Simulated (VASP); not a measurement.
Input of a VASP 6.6.1 run:

File INCAR:

```
PREC     = Accurate       # precision mode
ENCUT    = 520            # plane-wave cutoff, eV
EDIFF    = 1E-6           # SCF threshold, eV
ISMEAR   = -1             # smearing method
SIGMA    = 0.1            # smearing width, eV
LREAL    = False          # projectors in reciprocal space
LASPH    = True           # aspherical terms in the spheres
NELM     = 100            # most SCF steps
ALGO     = Normal         # electronic algorithm
ISIF     = 2              # what is computed and relaxed
LWAVE    = False          # write WAVECAR
LCHARG   = False          # write CHGCAR
NBANDS   = 20             # bands
```

The input KPOINTS:

```
regular mesh
0
Gamma
  12 12 12
```

Contents of POSCAR:

```
MoS2
1.0
    1.5800000000      0.9122130000      6.1500000000
   -1.5800000000      0.9122130000      6.1500000000
    0.0000000000     -1.8244270000      6.1500000000
Mo S
1 2
Direct
    0.0000000000      0.0000000000      0.0000000000
    0.2500000000      0.2500000000      0.2500000000
    0.4170000000      0.4170000000      0.4170000000
```

Potentials or basis: VASP PAW LDA potentials, release 64 (Mo_sv, S).

The run is started by

```sh
$ cat potpaw_LDA.64/Mo_sv/POTCAR potpaw_LDA.64/S/POTCAR > POTCAR
$ mpirun -np 1 vasp_std > vasp.out
```

Q: Estimate the band gap on the k mesh.

A: 0.87 eV (least direct gap 1.71 eV).

Q: Estimate the pressure.

A: -2.3 GPa.

Stress tensor (GPa, compression positive):
```
-3.13  0.00  0.00
 0.00 -3.13  0.00
 0.00  0.00 -0.68
```

A k mesh can miss the band edges. LDA gaps usually lie below the measured ones, often by a third to a half.
